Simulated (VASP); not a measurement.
Wanted: the native input for a VASP 6.6.1 run.

```yaml
Task: single point
Functional: PBE
Potentials_or_basis: VASP PAW PBE potentials, release 64 (Sr_sv, O)
Cutoff: 520 eV
k_mesh: 8 × 8 × 8
Occupations: gaussian, width 0.05 eV
Spin: no spin polarisation
Dipole_correction: no
Further_INCAR_settings: ALGO = Normal; EDIFF = 1e-07; NBANDS = 15
```

The structure of SrO lies in POSCAR:

```
SrO
1.0
    0.0128490000      2.5698000000      2.5698000000
    2.5826490000      0.0000000000      2.5826490000
    2.5698000000      2.5698000000      0.0128490000
Sr O
1 1
Direct
    0.0000000000      0.0000000000      0.0000000000
    0.5000000000      0.5000000000      0.5000000000
```

This cell differs from its parent crystal: strain +0.0100 x Voigt [0, 0, 0, 0, 1, 0].

One way to write it, as run:

INCAR

```
PREC = Accurate
ENCUT = 520
EDIFF = 1E-7
ISMEAR = 0
SIGMA = 0.05
LREAL = False
LASPH = True
NELM = 80
ALGO = Normal
ISIF = 2
LWAVE = False
LCHARG = False
GGA = PE
NBANDS = 15
```

KPOINTS

```
Automatic mesh
0
Gamma
  8 8 8
```

Potentials or basis: VASP PAW PBE potentials, release 64 (Sr_sv, O).

The run is started by

```sh
$ cat potpaw_PBE.64/Sr_sv/POTCAR potpaw_PBE.64/O/POTCAR > POTCAR
$ mpirun -np 1 vasp_std > vasp.out
```

Results of the run:

```yaml
Pressure: 3.5 GPa
Band_gap_on_the_k_mesh: 3.25 eV, indirect (least direct gap 3.34 eV)
```

Caveat: the cell differs from its parent crystal (strain +0.0100 x Voigt [0, 0, 0, 0, 1, 0]).

Wall time 23 s on 1 thread of Intel(R) Xeon(R) Platinum 8559C (Emerald Rapids), with other jobs on the host, peak memory 0.19 GiB.
